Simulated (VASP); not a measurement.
# Te: single point with PBE

Crystal: Te.

```
Te
1.0
     4.53027    0.00000    0.00000
    -2.26514    3.92333    0.00000
     0.00000    0.00000    5.93743
Te
3
Direct
  0.26840 0.00000 0.33333
  0.00000 0.26840 0.66667
  0.73160 0.73160 0.00000
```

```
Program             : VASP 6.6.1
Task                : single point
Functional          : PBE
Potentials or basis : VASP PAW PBE potentials, release 64 (Te)
Cutoff              : 520 eV
k mesh              : 8 × 8 × 6
Occupations         : fermi-dirac, width 0.01 eV
Spin                : no spin polarisation
```

```
Pressure               : 0.0 GPa
Band gap on the k mesh : 0.46 eV, indirect (least direct gap 0.58 eV)
```

Forces in eV/Å, atoms in the order of the input:
```
Te  -0.003  0.000  0.000
Te   0.001 -0.002  0.000
Te   0.001  0.002  0.000
```

Stress tensor (GPa, compression positive):
```
-0.07  0.00  0.00
 0.00 -0.07  0.00
 0.00  0.00  0.06
```

Levels at points of the mesh, in eV from the valence-band top:
```csv
k point,band 5,band 6,band 7,band 8,band 9,band 10,band 11,band 12,band 13,band 14
"(0.00, 0.00, 0.00)",-2.72,-2.72,-1.62,-1.62,-0.80,1.00,1.00,1.53,5.06,5.06
"(0.50, 0.00, 0.00)",-4.22,-3.45,-3.31,-0.98,-0.78,0.87,0.93,3.10,3.59,7.23
"(0.00, 0.00, 0.50)",-2.60,-2.60,-1.26,-1.02,-1.02,0.46,0.46,0.50,4.19,5.29
"(0.50, 0.00, 0.50)",-3.54,-3.51,-2.33,-1.99,-0.13,0.83,1.95,2.48,4.66,5.37
```

Wall time 73 s on 1 thread of Intel Xeon 6975P-C (shared host), peak memory 0.26 GiB.

Caveat: spin-orbit coupling is left out, which moves the levels of the heavy elements. PBE gaps usually lie below the measured ones, often by a third to a half.
